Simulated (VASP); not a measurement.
Wanted: the native input for a VASP 6.6.1 run.

```
Task                   : single point
Functional             : r2SCAN
Potentials or basis    : VASP PAW PBE potentials, release 64 (Co)
Cutoff                 : 520 eV
k mesh                 : 16 × 16 × 16
Occupations            : fermi-dirac, width 0.1 eV
Spin                   : no spin polarisation
Dipole correction      : no
Further INCAR settings : ALGO = Normal; EDIFF = 1e-07; NBANDS = 10
```

The system is Co.

```
Co
1.0
    -1.36512    1.36512    1.36512
     1.36512   -1.36512    1.36512
     1.36512    1.36512   -1.36512
Co
1
Direct
  0.00000 0.00000 0.00000
```

This isn't the form of Co at room conditions, which is hcp.

These files were run (other wordings do the same):

POSCAR

```
Co
1.0
   -1.3651217203      1.3651217203      1.3651217203
    1.3651217203     -1.3651217203      1.3651217203
    1.3651217203      1.3651217203     -1.3651217203
Co
1
Direct
    0.0000000000      0.0000000000      0.0000000000
```

INCAR.step1

```
SYSTEM = Co
ALGO = Normal
EDIFF = 1E-4
ENCUT = 520
GGA = PE
ISMEAR = -1
LASPH = .TRUE.
LCHARG = .FALSE.
LREAL = .FALSE.
LWAVE = .TRUE.
NBANDS = 10
NELM = 80
PREC = Accurate
SIGMA = 0.1
```

INCAR.step2

```
SYSTEM = Co
ALGO = Normal
EDIFF = 1E-7
ENCUT = 520
ISIF = 2
ISMEAR = -1
ISTART = 1
LASPH = .TRUE.
LCHARG = .TRUE.
LELF = .TRUE.
LMIXTAU = .TRUE.
LREAL = .FALSE.
LVHAR = .TRUE.
LWAVE = .FALSE.
METAGGA = R2SCAN
NBANDS = 10
NELM = 80
PREC = Accurate
SIGMA = 0.1
```

KPOINTS

```
k-points
0
G
  16 16 16
  0 0 0
```

Potentials or basis: VASP PAW PBE potentials, release 64 (Co).

The run is started by

```console
$ cat potpaw_PBE.64/Co/POTCAR > POTCAR
$ cp INCAR.step1 INCAR
$ mpirun -np 1 vasp_std > vasp.out
$ cp INCAR.step2 INCAR
$ mpirun -np 1 vasp_std > vasp.out
```

Results of the run:

- Pressure: 0.2 GPa
- Band gap on the k mesh: zero (an odd number of electrons rules out a gap without spin polarisation)

Caveat: the PAW data sets were made with another functional, which shifts forces and pressure a little; the run has no spin polarisation, though such a crystal can be magnetic.

It took 36 s on 1 thread of AMD EPYC 9R45 (Zen 5), with other jobs on the host, peak memory 0.1 GiB.
